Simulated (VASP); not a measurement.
# LaBPd3 (Pm-3m) in VASP: single point with LDA

Aim: the single point of LaBPd3 with LDA.

Everything below comes from runs of VASP 6.6.1. Logs are shortened: lines on timing, memory, paths and dates and some standing lists are left out, and cuts for length are marked.

**1. The cell of the first run**

Symmetry: Pm-3m, No. 221, cubic system. The conventional cell has a = 4.229 Å, b = 4.229 Å, c = 4.229 Å, α = 90.00°, β = 90.00°, γ = 90.00°. La (site symmetry m-3m) has 12 Pd at 2.99 Å and 8 B at 3.66 Å within 3.9 Å. Within 2.8 Å of B (site symmetry m-3m) lie 6 Pd at 2.11 Å. Within 2.8 Å of Pd (site symmetry 4/mmm) lie 2 B at 2.11 Å.

**2. Single point, LDA**

Contents of INCAR:

```
ALGO     = Normal         # electronic algorithm
EDIFF    = 1E-6           # SCF threshold, eV
ENCUT    = 520            # plane-wave cutoff, eV
GGA      = CA             # functional
ISIF     = 2              # what is computed and relaxed
ISMEAR   = 1              # smearing method
LASPH    = T              # aspherical terms in the spheres
LCHARG   = T              # write CHGCAR
LELF     = T              # ELF
LREAL    = F              # projectors in reciprocal space
LVHAR    = T            
LWAVE    = F              # write WAVECAR
NBANDS   = 30             # bands
NELM     = 60             # most SCF steps
PREC     = Accurate       # precision mode
SIGMA    = 0.1            # smearing width, eV
```

Contents of KPOINTS:

```
k-points
0
Gamma
  6 6 6
```

Contents of POSCAR:

```
LaBPd3
1.0
    4.2290000000      0.0000000000      0.0000000000
    0.0000000000      4.2290000000      0.0000000000
    0.0000000000      0.0000000000      4.2290000000
La B Pd
1 1 3
Direct
    0.0000000000      0.0000000000      0.0000000000
    0.5000000000      0.5000000000      0.5000000000
    0.0000000000      0.5000000000      0.5000000000
    0.5000000000      0.0000000000      0.5000000000
    0.5000000000      0.5000000000      0.0000000000
```

Potentials or basis: VASP PAW LDA potentials, release 64 (La, B, Pd).

Command:

```bash
$ cat potpaw_LDA.64/La/POTCAR potpaw_LDA.64/B/POTCAR potpaw_LDA.64/Pd/POTCAR > POTCAR
$ mpirun -np 1 vasp_std > vasp.out
```

OUTCAR:

```text
EDIFF = 1E-6
   ENCUT = 520
   GGA = CA
   ISIF = 2
   ISMEAR = 1
   LASPH = T
   LREAL = F
   NELM = 60
   PREC = Accurate

 ion  position               nearest neighbor table
   1  0.000  0.000  0.000-   3 2.99   4 2.99   5 2.99   3 2.99   4 2.99   3 2.99   5 2.99   3 2.99
                             4 2.99   5 2.99   4 2.99   5 2.99
   2  0.500  0.500  0.500-   3 2.11   4 2.11   5 2.11   5 2.11   4 2.11   3 2.11
   3  0.000  0.500  0.500-   2 2.11   2 2.11   4 2.99   5 2.99   1 2.99   5 2.99   1 2.99   4 2.99
                             1 2.99   1 2.99   4 2.99   5 2.99   5 2.99   4 2.99
   4  0.500  0.000  0.500-   2 2.11   2 2.11   3 2.99   5 2.99   1 2.99   5 2.99   1 2.99   3 2.99
                             5 2.99   5 2.99   1 2.99   3 2.99   1 2.99   3 2.99
   5  0.500  0.500  0.000-   2 2.11   2 2.11   3 2.99   4 2.99   1 2.99   3 2.99   4 2.99   1 2.99
                             4 2.99   4 2.99   1 2.99   3 2.99   3 2.99   1 2.99

  LATTYP: Found a simple cubic cell.
 ALAT       =     4.2290000000

  Lattice vectors:

 A1 = (   4.2290000000,   0.0000000000,   0.0000000000)
 A2 = (   0.0000000000,   4.2290000000,   0.0000000000)
 A3 = (   0.0000000000,   0.0000000000,   4.2290000000)

Analysis of symmetry for initial positions (statically):
=====================================================================
 Subroutine PRICEL returns:
 Original cell was already a primitive cell.

 Routine SETGRP: Setting up the symmetry group for a
 simple cubic supercell.

 Subroutine GETGRP returns: Found 48 space group operations
 (whereof 48 operations were pure point group operations)
 out of a pool of 48 trial point group operations.

The static configuration has the point symmetry O_h .

Analysis of symmetry for dynamics (positions and initial velocities):
=====================================================================
 Subroutine PRICEL returns:
 Original cell was already a primitive cell.

 Routine SETGRP: Setting up the symmetry group for a
 simple cubic supercell.

 Subroutine GETGRP returns: Found 48 space group operations
 (whereof 48 operations were pure point group operations)
 out of a pool of 48 trial point group operations.

The dynamic configuration has the point symmetry O_h .

 Subroutine INISYM returns: Found 48 space group operations
 (whereof 48 operations are pure point group operations),
 and found     1 'primitive' translations

----------------------------------------------------------------------------------------

                                     Primitive cell

  volume of cell :      75.6333

  direct lattice vectors                    reciprocal lattice vectors
     4.229000000  0.000000000  0.000000000     0.236462521  0.000000000  0.000000000
     0.000000000  4.229000000  0.000000000     0.000000000  0.236462521  0.000000000
     0.000000000  0.000000000  4.229000000     0.000000000  0.000000000  0.236462521

  length of vectors
     4.229000000  4.229000000  4.229000000     0.236462521  0.236462521  0.236462521

  position of ions in fractional coordinates (direct lattice)
     0.000000000  0.000000000  0.000000000
     0.500000000  0.500000000  0.500000000
     0.000000000  0.500000000  0.500000000
     0.500000000  0.000000000  0.500000000
     0.500000000  0.500000000  0.000000000

  ion indices of the primitive-cell ions
   primitive index   ion index
                 1           1
                 2           2
                 3           3
                 4           4
                 5           5

----------------------------------------------------------------------------------------

 KPOINTS: k-points

Automatic generation of k-mesh.
 Grid dimensions read from file:
 generate k-points for:    6    6    6

 Generating k-lattice:

  Cartesian coordinates                     Fractional coordinates (reciprocal lattice)
     0.039410420  0.000000000  0.000000000     0.166666667  0.000000000  0.000000000
     0.000000000  0.039410420  0.000000000     0.000000000  0.166666667  0.000000000
     0.000000000  0.000000000  0.039410420     0.000000000  0.000000000  0.166666667

  Length of vectors
     0.039410420  0.039410420  0.039410420

  Shift w.r.t. Gamma in fractional coordinates (k-lattice)
     0.000000000  0.000000000  0.000000000

 Subroutine IBZKPT returns following result:
 ===========================================

 Found     20 irreducible k-points:

 Following reciprocal coordinates:
            Coordinates               Weight
  0.000000  0.000000  0.000000      1.000000
  0.166667  0.000000  0.000000      6.000000
  0.333333  0.000000  0.000000      6.000000
  0.500000  0.000000  0.000000      3.000000
  0.166667  0.166667  0.000000     12.000000
  0.333333  0.166667  0.000000     24.000000
[... 12 lines left out ...]
  0.500000  0.500000  0.333333      6.000000
  0.500000  0.500000  0.500000      1.000000
   k-points           NKPTS =     20   k-points in BZ     NKDIM =     20   number of bands    NBANDS=     30
   number of dos      NEDOS =    301   number of ions     NIONS =      5
   total plane-waves  NPLWV =  32768
   dimension x,y,z NGX =    32 NGY =   32 NGZ =   32
   dimension x,y,z NGXF=    64 NGYF=   64 NGZF=   64
   ions per type =               1   1   3
   NGX,Y,Z   is equivalent  to a cutoff of  12.58, 12.58, 12.58 a.u.
   NGXF,Y,Z  is equivalent  to a cutoff of  25.16, 25.16, 25.16 a.u.
 SYSTEM =  unknown system
   PREC   = accura    normal or accurate (medium, high low for compatibility)
   ISTART =      0    job   : 0-new  1-cont  2-samecut
   ICHARG =      2    charge: 1-file 2-atom 10-const
   ISPIN  =      1    spin polarized calculation?
   LNONCOLLINEAR =      F non collinear calculations
   LSORBIT =      F    spin-orbit coupling
   LASPH  =      T    aspherical Exc in radial PAW
   ENCUT  =  520.0 eV  38.22 Ry    6.18 a.u.   7.86  7.86  7.86*2*pi/ulx,y,z
   NELM   =     60;   NELMIN=  2; NELMDL= -5     # of ELM steps
   EDIFF  = 0.1E-05   stopping-criterion for ELM
   LREAL  =      F    real-space projection
   EDIFFG = 0.1E-04   stopping-criterion for IOM
   NSW    =      0    number of steps for IOM
   IBRION =     -1    ionic relax: 0-MD 1-quasi-New 2-CG
   NFREE  =      0    steps in history (QN), initial steepest desc. (CG)
   ISIF   =      2    stress and relaxation
   ISYM   =      2    0-nonsym 1-usesym 2-fastsym
   POTIM  = 0.5000    time-step for ionic-motion
   TEBEG  =    0.0;   TEEND  =   0.0 temperature during run
   PSTRESS=    0.0 pullay stress
   NELECT =      44.0000    total number of electrons
   NUPDOWN=      -1.0000    fix difference up-down
   EMIN   =  10.00;   EMAX   =-10.00  energy-range for DOS
   EFERMI =   0.00;   METHOD = LEGACY
   ISMEAR =     1;   SIGMA  =   0.10  broadening in eV -4-tet -1-fermi 0-gaus
   EFERMI_NEDOS =   21; number of points for ismear=-14 and -15
   IALGO  =     38    algorithm
   IMIX   =      4    mixing-type and parameters
     AMIX     =   0.40;   BMIX     =  1.00
     AMIX_MAG =   1.60;   BMIX_MAG =  1.00
  volume/ion in A,a.u.               =      15.13       102.08
  Fermi-wavevector in a.u.,A,eV,Ry     =   1.366642  2.582579 25.411735  1.867710
  Thomas-Fermi vector in A             =   2.492764
   LORBIT       =      0    0 simple, 1 ext, 2 COOP (PROOUT), +10 PAW based schemes
   GGA     = CA    functional components
   LHFCALC =     F    Hartree Fock is set to
   AEXX    =    0.0000 exact exchange contribution
   IVDW    =     0    specifies the selected vdW correction
   LEPSILON=     F    determine dielectric tensor
   LRPA    =     F    only Hartree local field effects (RPA)
 non-spin polarized calculation
 Methfessel and Paxton  Order N= 1 SIGMA  =   0.10
  energy-cutoff  :      520.00
  volume of cell :       75.63
 maximum number of plane-waves:      2054
 NGX is ok and might be reduce to    32
   NGX = 15   NGY = 15   NGZ = 15

 number of electron      43.9999991 magnetization

 Free energy of the ion-electron system (eV)
  ---------------------------------------------------
  ext. energy  EPLUGINS =         0.00000000
  ---------------------------------------------------
  free energy    TOTEN  =       -35.11553150 eV

  energy without entropy =      -35.11150020  energy(sigma->0) =      -35.11418773

 E-fermi :  11.1805     XC(G=0): -12.7287

 val. band max:       11.1753531664   @ k =   0.3333   0.3333   0.3333
 cond. band min:      11.1854822751   @ k =   0.3333   0.0000   0.0000
 fundamental gap:      0.0101291087
 Fermi energy:        11.1805278106

 k-point     1 :       0.0000    0.0000    0.0000
  band No.  band energies     occupation
      1     -21.1381      2.00000
      2      -4.9743      2.00000
      3      -4.9743      2.00000
      4      -4.9743      2.00000
      5       0.5130      2.00000
      6       5.4036      2.00000
[... 22 lines left out ...]
     29      13.4630      0.00000
     30      13.6382      0.00000

 k-point     2 :       0.1667    0.0000    0.0000
  band No.  band energies     occupation
      1     -21.1310      2.00000
      2      -5.1066      2.00000
      3      -4.9863      2.00000
      4      -4.9863      2.00000
      5       0.7257      2.00000
      6       5.5739      2.00000
[... 22 lines left out ...]
     29      13.5024      0.00000
     30      13.6476      0.00000

 k-point     3 :       0.3333    0.0000    0.0000
  band No.  band energies     occupation
      1     -21.1168      2.00000
      2      -5.3536      2.00000
      3      -5.0101      2.00000
      4      -5.0101      2.00000
      5       1.2383      2.00000
      6       5.7857      2.00000
[... 22 lines left out ...]
     29      13.5827      0.00000
     30      13.6745      0.00000

 k-point     4 :       0.5000    0.0000    0.0000
  band No.  band energies     occupation
      1     -21.1096      2.00000
      2      -5.4695      2.00000
      3      -5.0220      2.00000
      4      -5.0220      2.00000
      5       1.5776      2.00000
      6       5.1463      2.00000
[... 22 lines left out ...]
     29      13.6238      0.00000
     30      13.7414      0.00000

 k-point     5 :       0.1667    0.1667    0.0000
  band No.  band energies     occupation
      1     -21.1246      2.00000
      2      -5.1385      2.00000
      3      -5.0741      2.00000
      4      -4.9976      2.00000
      5       0.9265      2.00000
      6       5.5679      2.00000
[... 22 lines left out ...]
     29      13.5326      0.00000
     30      13.6521      0.00000
[... 394 lines left out ...]
     29      13.5860      0.00000
     30      13.5957      0.00000

 k-point    18 :       0.5000    0.3333    0.3333
  band No.  band energies     occupation
      1     -21.0889      2.00000
      2      -5.2842      2.00000
      3      -5.2311      2.00000
      4      -5.1734      2.00000
      5       2.8456      2.00000
      6       4.0873      2.00000
[... 22 lines left out ...]
     29      13.5444      0.00000
     30      13.5813      0.00000

 k-point    19 :       0.5000    0.5000    0.3333
  band No.  band energies     occupation
      1     -21.0865      2.00000
      2      -5.2521      2.00000
      3      -5.2521      2.00000
      4      -5.1798      2.00000
      5       3.2503      2.00000
      6       3.9326      2.00000
[... 22 lines left out ...]
     29      13.5068      0.00000
     30      13.5717      0.00000

 k-point    20 :       0.5000    0.5000    0.5000
  band No.  band energies     occupation
      1     -21.0847      2.00000
      2      -5.2195      2.00000
      3      -5.2195      2.00000
      4      -5.2195      2.00000
      5       3.7590      2.00000
      6       3.7590      2.00000
[... 22 lines left out ...]
     29      13.4933      0.00000
     30      13.4933      0.00000

------------------------ aborting loop because EDIFF is reached ----------------------------------------

  FORCE on cell =-STRESS in cart. coord.  units (eV):
  Direction    XX          YY          ZZ          XY          YZ          ZX
  --------------------------------------------------------------------------------------
  -------------------------------------------------------------------------------------
  Total        5.0065510      5.0065510      5.0065510      0.0000000      0.0000000      0.0000000
  in kB      106.0562277    106.0562277    106.0562277      0.0000000      0.0000000      0.0000000
  external PRESSURE =     106.0562277 kB  Pullay stress =       0.0000000 kB

 VOLUME and BASIS-vectors are now :
 -----------------------------------------------------------------------------
  energy-cutoff  :      520.00
  volume of cell :       75.63
      direct lattice vectors                 reciprocal lattice vectors
     4.229000000  0.000000000  0.000000000     0.236462521  0.000000000  0.000000000
     0.000000000  4.229000000  0.000000000     0.000000000  0.236462521  0.000000000
     0.000000000  0.000000000  4.229000000     0.000000000  0.000000000  0.236462521

 POSITION                                       TOTAL-FORCE (eV/Angst)
 -----------------------------------------------------------------------------------
      0.00000      0.00000      0.00000         0.000000      0.000000      0.000000
      2.11450      2.11450      2.11450         0.000000      0.000000      0.000000
      0.00000      2.11450      2.11450         0.000000      0.000000      0.000000
      2.11450      0.00000      2.11450         0.000000      0.000000      0.000000
      2.11450      2.11450      0.00000         0.000000      0.000000      0.000000
 -----------------------------------------------------------------------------------
    total drift:                                0.000000     -0.000000     -0.000000

  FREE ENERGIE OF THE ION-ELECTRON SYSTEM (eV)
  ---------------------------------------------------
  free  energy   TOTEN  =       -35.1155315029 eV

  energy  without entropy=      -35.1115001969  energy(sigma->0) =      -35.11418773
```

It took 47 s on 1 thread of Intel Xeon Platinum 8375C at 2.90GHz (Ice Lake), shared host; peak memory 0.19 GiB.

What came out:

```yaml
Free_energy: -35.1155 eV
Pressure: 10.6 GPa
Band_gap_on_the_k_mesh: zero (band 22 reaches 11.33 eV, above the bottom of band 23 at 9.58 eV)
```

Levels at points of the mesh, in eV from the Fermi level:
```csv
k point,band 18,band 19,band 20,band 21,band 22,band 23,band 24,band 25,band 26,band 27
"(0.00, 0.00, 0.00)",-1.87,-1.87,-1.87,-1.60,-1.60,-1.60,1.94,1.94,2.03,2.03
"(0.50, 0.00, 0.00)",-3.09,-2.78,-2.70,-1.87,0.13,0.13,1.58,1.92,2.27,2.27
"(0.50, 0.50, 0.00)",-3.32,-3.12,-3.00,-1.66,-0.20,-0.20,1.89,1.89,2.29,2.34
"(0.50, 0.50, 0.50)",-2.06,-2.06,-2.06,0.15,0.15,0.15,1.52,1.52,1.52,2.28
```

Caveat: spin-orbit coupling is left out, which moves the levels of the heavy elements.
